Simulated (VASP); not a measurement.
# PbO (P-6m2) in VASP: further runs

PbO is run at these levels: PBE; tasks: single point.

All numbers are computed with VASP 6.6.1; they aren't measurements. Logs are shortened: lines on timing, memory, paths and dates and some standing lists are left out, and cuts for length are marked.

## Step 1: The cell of the first run

The structure is hexagonal, space group P-6m2 (No. 187). The conventional cell has a = 3.487 Å, b = 3.487 Å, c = 3.259 Å, α = 90.00°, β = 90.00°, γ = 120.00°. Within 3.5 Å of Pb (site symmetry -6m2) lie 6 O at 2.59 Å and 8 Pb at 3.26 to 3.49 Å. Within 3.5 Å of O (site symmetry -6m2) lie 6 Pb at 2.59 Å and 8 O at 3.26 to 3.49 Å.

## Step 2: Single point, PBE (17.16 Å³/atom)

INCAR

```
PREC = Accurate ; ENCUT = 520
EDIFF = 1E-6 ; ISMEAR = 0
SIGMA = 0.05 ; LREAL = F
LASPH = T ; NELM = 60
ALGO = Normal ; ISIF = 2
LWAVE = F ; LCHARG = T
GGA = PE ; LELF = T
LVHAR = T ; NBANDS = 17
```

KPOINTS

```
regular mesh
0
Gamma
  12 12 10
```

POSCAR

```
PbO
1.0
    3.4873135736      0.0000000000      0.0000000000
   -1.7436567868      3.0201021457      0.0000000000
    0.0000000000      0.0000000000      3.2594085337
Pb O
1 1
Direct
    0.0000000000      0.0000000000      0.0000000000
    0.6666666667      0.3333333333      0.5000000000
```

Potentials or basis: VASP PAW PBE potentials, release 64 (Pb_d, O).

The run is started by

```console
$ cat potpaw_PBE.64/Pb_d/POTCAR potpaw_PBE.64/O/POTCAR > POTCAR
$ mpirun -np 1 vasp_std > vasp.out
```

OUTCAR:

```text
PREC = Accurate
   ENCUT = 520
   EDIFF = 1E-6
   ISMEAR = 0
   LREAL = F
   LASPH = T
   NELM = 60
   ISIF = 2
   GGA = PE

 ion  position               nearest neighbor table
   1  0.000  0.000  0.000-   2 2.59   2 2.59   2 2.59   2 2.59   2 2.59   2 2.59
   2  0.667  0.333  0.500-   1 2.59   1 2.59   1 2.59   1 2.59   1 2.59   1 2.59

  LATTYP: Found a hexagonal cell.
 ALAT       =     3.4873135736
 C/A-ratio  =     0.9346473912

  Lattice vectors:

 A1 = (   3.4873135736,   0.0000000000,   0.0000000000)
 A2 = (  -1.7436567868,   3.0201021457,   0.0000000000)
 A3 = (   0.0000000000,   0.0000000000,   3.2594085337)

Analysis of symmetry for initial positions (statically):
=====================================================================
 Subroutine PRICEL returns:
 Original cell was already a primitive cell.

 Routine SETGRP: Setting up the symmetry group for a
 hexagonal supercell.

 Subroutine GETGRP returns: Found 12 space group operations
 (whereof 12 operations were pure point group operations)
 out of a pool of 24 trial point group operations.

The static configuration has the point symmetry D_3h.

Analysis of symmetry for dynamics (positions and initial velocities):
=====================================================================
 Subroutine PRICEL returns:
 Original cell was already a primitive cell.

 Routine SETGRP: Setting up the symmetry group for a
 hexagonal supercell.

 Subroutine GETGRP returns: Found 12 space group operations
 (whereof 12 operations were pure point group operations)
 out of a pool of 24 trial point group operations.

The dynamic configuration has the point symmetry D_3h.

 Subroutine INISYM returns: Found 12 space group operations
 (whereof 12 operations are pure point group operations),
 and found     1 'primitive' translations

----------------------------------------------------------------------------------------

                                     Primitive cell

  volume of cell :      34.3282

  direct lattice vectors                    reciprocal lattice vectors
     3.487313574  0.000000000  0.000000000     0.286753680  0.165557314  0.000000000
    -1.743656787  3.020102146  0.000000000     0.000000000  0.331114628  0.000000000
     0.000000000  0.000000000  3.259408534     0.000000000  0.000000000  0.306804130

[... 74 lines left out ...]
   PREC   = accura    normal or accurate (medium, high low for compatibility)
   ISTART =      0    job   : 0-new  1-cont  2-samecut
   ICHARG =      2    charge: 1-file 2-atom 10-const
   ISPIN  =      1    spin polarized calculation?
   LNONCOLLINEAR =      F non collinear calculations
   LSORBIT =      F    spin-orbit coupling
   LASPH  =      T    aspherical Exc in radial PAW
   ENCUT  =  520.0 eV  38.22 Ry    6.18 a.u.   6.48  6.48  6.06*2*pi/ulx,y,z
   NELM   =     60;   NELMIN=  2; NELMDL= -5     # of ELM steps
   EDIFF  = 0.1E-05   stopping-criterion for ELM
   LREAL  =      F    real-space projection
   EDIFFG = 0.1E-04   stopping-criterion for IOM
   NSW    =      0    number of steps for IOM
   IBRION =     -1    ionic relax: 0-MD 1-quasi-New 2-CG
   NFREE  =      0    steps in history (QN), initial steepest desc. (CG)
   ISIF   =      2    stress and relaxation
   ISYM   =      2    0-nonsym 1-usesym 2-fastsym
   POTIM  = 0.5000    time-step for ionic-motion
   TEBEG  =    0.0;   TEEND  =   0.0 temperature during run
   PSTRESS=    0.0 pullay stress
   NELECT =      20.0000    total number of electrons
   NUPDOWN=      -1.0000    fix difference up-down
   EMIN   =  10.00;   EMAX   =-10.00  energy-range for DOS
   EFERMI =   0.00;   METHOD = LEGACY
   ISMEAR =     0;   SIGMA  =   0.05  broadening in eV -4-tet -1-fermi 0-gaus
   EFERMI_NEDOS =   21; number of points for ismear=-14 and -15
   IALGO  =     38    algorithm
   IMIX   =      4    mixing-type and parameters
     AMIX     =   0.40;   BMIX     =  1.00
     AMIX_MAG =   1.60;   BMIX_MAG =  1.00
  volume/ion in A,a.u.               =      17.16       115.83
  Fermi-wavevector in a.u.,A,eV,Ry     =   1.367312  2.583845 25.436672  1.869543
  Thomas-Fermi vector in A             =   2.493376
   LORBIT       =      0    0 simple, 1 ext, 2 COOP (PROOUT), +10 PAW based schemes
   GGA     = PE    functional components
   LHFCALC =     F    Hartree Fock is set to
   AEXX    =    0.0000 exact exchange contribution
   IVDW    =     0    specifies the selected vdW correction
   LEPSILON=     F    determine dielectric tensor
   LRPA    =     F    only Hartree local field effects (RPA)
 non-spin polarized calculation
 Gauss-broadening in eV      SIGMA  =   0.05
  energy-cutoff  :      520.00
  volume of cell :       34.33
 maximum number of plane-waves:       960
 NGX is ok and might be reduce to    28
   NGX = 13   NGY = 13   NGZ = 13

 number of electron      20.0000000 magnetization

 Free energy of the ion-electron system (eV)
  ---------------------------------------------------
  ext. energy  EPLUGINS =         0.00000000
  ---------------------------------------------------
  free energy    TOTEN  =       -10.14021439 eV

  energy without entropy =      -10.14013721  energy(sigma->0) =      -10.14017580

 E-fermi :   7.2438     XC(G=0): -10.8300

 val. band max:        7.2163052348   @ k =   0.0000   0.0000   0.5000
 cond. band min:       7.2479941927   @ k =   0.3333   0.3333   0.0000
 fundamental gap:      0.0316889579
 Fermi energy:         7.2437797005

 k-point     1 :       0.0000    0.0000    0.0000
  band No.  band energies     occupation
      1     -10.9344      2.00000
      2      -9.8487      2.00000
      3      -9.6623      2.00000
      4      -9.6623      2.00000
      5      -9.3440      2.00000
      6      -9.3440      2.00000
[... 457 lines left out ...]
      4      -9.4586      2.00000
      5      -9.3823      2.00000
      6      -9.2159      2.00000
[... 9 lines left out ...]
     16      22.0578      0.00000
     17      23.0936      0.00000

 [... further k-points ...]
[... 5 lines left out ...]
  --------------------------------------------------------------------------------------
  -------------------------------------------------------------------------------------
  Total        1.0997548      1.0997548      1.0982497      0.0000000      0.0000000     -0.0000000
  in kB       51.3280790     51.3280790     51.2578349      0.0000000      0.0000000     -0.0000000
  external PRESSURE =      51.3046643 kB  Pullay stress =       0.0000000 kB

 VOLUME and BASIS-vectors are now :
 -----------------------------------------------------------------------------
  energy-cutoff  :      520.00
  volume of cell :       34.33
      direct lattice vectors                 reciprocal lattice vectors
     3.487313574  0.000000000  0.000000000     0.286753680  0.165557314  0.000000000
    -1.743656787  3.020102146  0.000000000     0.000000000  0.331114628  0.000000000
     0.000000000  0.000000000  3.259408534     0.000000000  0.000000000  0.306804130

 POSITION                                       TOTAL-FORCE (eV/Angst)
 -----------------------------------------------------------------------------------
      0.00000      0.00000      0.00000        -0.000000      0.000000      0.000000
      1.74366      1.00670      1.62970         0.000000      0.000000      0.000000
 -----------------------------------------------------------------------------------
    total drift:                               -0.000001      0.000000      0.000000

  FREE ENERGIE OF THE ION-ELECTRON SYSTEM (eV)
  ---------------------------------------------------
  free  energy   TOTEN  =       -10.1402143924 eV

  energy  without entropy=      -10.1401372097  energy(sigma->0) =      -10.14017580
```

OSZICAR:

```text
N       E                     dE             d eps       ncg     rms          rms(c)
DAV:   1     0.171589280333E+03    0.17159E+03   -0.10472E+04  3932   0.142E+03
DAV:   2     0.705134219320E-01   -0.17152E+03   -0.16325E+03  4159   0.355E+02
DAV:   3    -0.121136769213E+02   -0.12184E+02   -0.12114E+02  4612   0.102E+02
DAV:   4    -0.123524616599E+02   -0.23878E+00   -0.23863E+00  4915   0.149E+01
DAV:   5    -0.123599031875E+02   -0.74415E-02   -0.74410E-02  5294   0.258E+00    0.855E+00
DAV:   6    -0.104358312060E+02    0.19241E+01   -0.13741E+01  5490   0.286E+01    0.492E+00
DAV:   7    -0.101615212977E+02    0.27431E+00   -0.17718E+00  4619   0.115E+01    0.149E+00
DAV:   8    -0.101979158691E+02   -0.36395E-01   -0.52295E-01  4579   0.723E+00    0.171E+00
DAV:   9    -0.101400135365E+02    0.57902E-01   -0.88222E-02  4886   0.380E+00    0.235E-01
DAV:  10    -0.101404452505E+02   -0.43171E-03   -0.80120E-03  4385   0.683E-01    0.143E-01
DAV:  11    -0.101402393282E+02    0.20592E-03   -0.11729E-03  4313   0.250E-01    0.425E-02
DAV:  12    -0.101402145569E+02    0.24771E-04   -0.62893E-05  4822   0.895E-02    0.845E-03
DAV:  13    -0.101402143924E+02    0.16442E-06   -0.35844E-06  5054   0.193E-02
   1 F= -.10140214E+02 E0= -.10140176E+02  d E =-.771828E-04
```

stdout:

```text
POSCAR found type information on POSCAR PbO
 POSCAR found :  2 types and       2 ions
 scaLAPACK will be used
 LDA part: xc-table for (Slater+PW92), standard interpolation
 POSCAR, INCAR and KPOINTS ok, starting setup
 FFT: planning ... GRIDC
 FFT: planning ... GRID_SOFT
 FFT: planning ... GRID
 WAVECAR not read
 entering main loop
```

It took 80 s on 1 thread of Intel Xeon 8259CL, shared host; peak memory 0.2 GiB.

What came out:

```
Free energy            : -10.1402 eV
Pressure               : 5.1 GPa
Band gap on the k mesh : zero (bands 10 and 11 overlap by 0.03 eV)
```

Levels at points of the mesh, in eV from the Fermi level:
```csv
k point,band 7,band 8,band 9,band 10,band 11,band 12,band 13,band 14
"(0.00, 0.00, 0.00)",-8.18,-3.01,-2.43,-2.43,6.50,6.50,8.35,8.88
"(0.50, 0.00, 0.00)",-8.90,-3.37,-2.24,-2.19,1.14,6.47,7.83,8.40
"(0.00, 0.00, 0.50)",-9.72,-2.13,-2.13,-0.11,-0.03,8.09,8.09,12.64
"(0.50, 0.00, 0.50)",-6.53,-4.81,-4.49,-2.24,2.72,3.45,4.82,8.22
```

Caveat: the cell stands under pressure; semilocal functionals underestimate gaps, and a narrow one can read as zero; spin-orbit coupling is left out, which moves the levels of the heavy elements.

## Step 3: Single point, PBE (17.44 Å³/atom)

This run uses another cell than the first one, of 17.44 Å³/atom.

INCAR

```
PREC     = Accurate       # precision mode
ENCUT    = 520            # plane-wave cutoff, eV
EDIFF    = 1E-7           # SCF threshold, eV
ISMEAR   = 0              # smearing method
SIGMA    = 0.05           # smearing width, eV
LREAL    = F              # projectors in reciprocal space
LASPH    = T              # aspherical terms in the spheres
NELM     = 60             # most SCF steps
ALGO     = Normal         # electronic algorithm
ISIF     = 2              # what is computed and relaxed
LWAVE    = F              # write WAVECAR
LCHARG   = T              # write CHGCAR
GGA      = PE             # functional
LELF     = T              # ELF
LVHAR    = T            
NBANDS   = 17             # bands
```

KPOINTS is that of step 2.

POSCAR

```
PbO
1.0
    3.5100420459      0.0000000000      0.0000000000
   -1.7550210229      3.0397855801      0.0000000000
    0.0000000000      0.0000000000      3.2684028881
Pb O
1 1
Direct
    0.0000000000      0.0000000000      0.0000000000
    0.6666666667      0.3333333333      0.5000000000
```

Potentials or basis: VASP PAW PBE potentials, release 64 (Pb_d, O).

The run is started by

```console
$ cat potpaw_PBE.64/Pb_d/POTCAR potpaw_PBE.64/O/POTCAR > POTCAR
$ mpirun -np 1 vasp_std > vasp.out
```

Wall time 1.7 min (1 thread of Intel Xeon 8259CL, shared host); peak memory 0.2 GiB.

The run converged. Its results:

```
Free energy            : -10.1558 eV
Pressure               : 3.6 GPa
Band gap on the k mesh : zero (bands 10 and 11 overlap by 0.03 eV)
```

Levels at points of the mesh, in eV from the Fermi level:
```
           k point  band 8  band 9  band 10  band 11  band 12  band 13
(0.00, 0.00, 0.00)   -2.90   -2.36    -2.36     6.40     6.40     8.29
(0.50, 0.00, 0.00)   -3.28   -2.21    -2.10     1.16     6.39     7.79
(0.00, 0.00, 0.50)   -2.06   -2.06    -0.11    -0.04     7.95     7.95
(0.50, 0.00, 0.50)   -4.70   -4.41    -2.17     2.72     3.41     4.78
```

Caveat: the cell stands under pressure; semilocal functionals underestimate gaps, and a narrow one can read as zero; spin-orbit coupling is left out, which moves the levels of the heavy elements.

## Step 4: Single point, PBE (17.80 Å³/atom)

This run uses another cell than the first one, of 17.80 Å³/atom.

INCAR

```
SYSTEM = PbO
  ALGO = Normal
  EDIFF = 1E-6
  ENCUT = 520
  GGA = PE
  ISIF = 2
  ISMEAR = 0
  LASPH = .TRUE.
  LCHARG = .TRUE.
  LELF = .TRUE.
  LREAL = .FALSE.
  LVHAR = .TRUE.
  LWAVE = .FALSE.
  NBANDS = 17
  NELM = 100
  PREC = Accurate
  SIGMA = 0.05
```

KPOINTS

```
k-points
0
G
  12 12 10
  0 0 0
```

POSCAR

```
PbO
1.0
    3.5394730310      0.0000000000      0.0000000000
   -1.7697365155      3.0652735608      0.0000000000
    0.0000000000      0.0000000000      3.2812388932
Pb O
1 1
Direct
    0.0000000000      0.0000000000      0.0000000000
    0.6666666667      0.3333333333      0.5000000000
```

The run is started by

```console
$ cat potpaw_PBE.64/Pb_d/POTCAR potpaw_PBE.64/O/POTCAR > POTCAR
$ mpirun -np 1 vasp_std > vasp.out
```

Wall time 90 s (1 thread of Intel Xeon 8259CL, shared host); peak memory 0.2 GiB.

It converged, with:

- Free energy: -10.1686 eV
- Pressure: 1.6 GPa
- Band gap on the k mesh: zero (bands 10 and 11 overlap by 0.03 eV)

Levels at points of the mesh, in eV from the Fermi level:
```tsv
k point	band 7	band 8	band 9	band 10	band 11	band 12	band 13	band 14
(0.00, 0.00, 0.00)	-8.12	-2.75	-2.27	-2.27	6.29	6.29	8.23	8.95
(0.50, 0.00, 0.00)	-8.73	-3.16	-2.15	-1.99	1.20	6.30	7.75	8.37
(0.00, 0.00, 0.50)	-9.43	-1.96	-1.96	-0.09	-0.03	7.79	7.79	12.50
(0.50, 0.00, 0.50)	-6.42	-4.54	-4.28	-2.07	2.74	3.36	4.75	8.18
```

Caveat: semilocal functionals underestimate gaps, and a narrow one can read as zero; spin-orbit coupling is left out, which moves the levels of the heavy elements.

## Step 5: Overview

```csv
cell,gap on the mesh (eV),pressure (GPa)
"a = 3.487, b = 3.487, c = 3.259 Å, angles 90.0, 90.0, 120.0°, 2 atoms",none,5.1
"a = 3.510, b = 3.510, c = 3.268 Å, angles 90.0, 90.0, 120.0°, 2 atoms",none,3.6
"a = 3.539, b = 3.539, c = 3.281 Å, angles 90.0, 90.0, 120.0°, 2 atoms",none,1.6
```

Alike in all rows: task single point; level PBE; potentials or basis VASP PAW PBE potentials, release 64 (Pb_d, O); no spin polarisation; k mesh 12 × 12 × 10; cutoff (eV) 520; smearing gaussian 0.05 eV.

Caveats: semilocal functionals underestimate gaps, and a narrow one can read as zero; spin-orbit coupling is left out, which moves the levels of the heavy elements; the cell stands under pressure (at least some runs).

Absolute energies hang on the potentials; compare differences alone.

The gap in the log of VASP goes by the Fermi energy; the results here count the filled bands.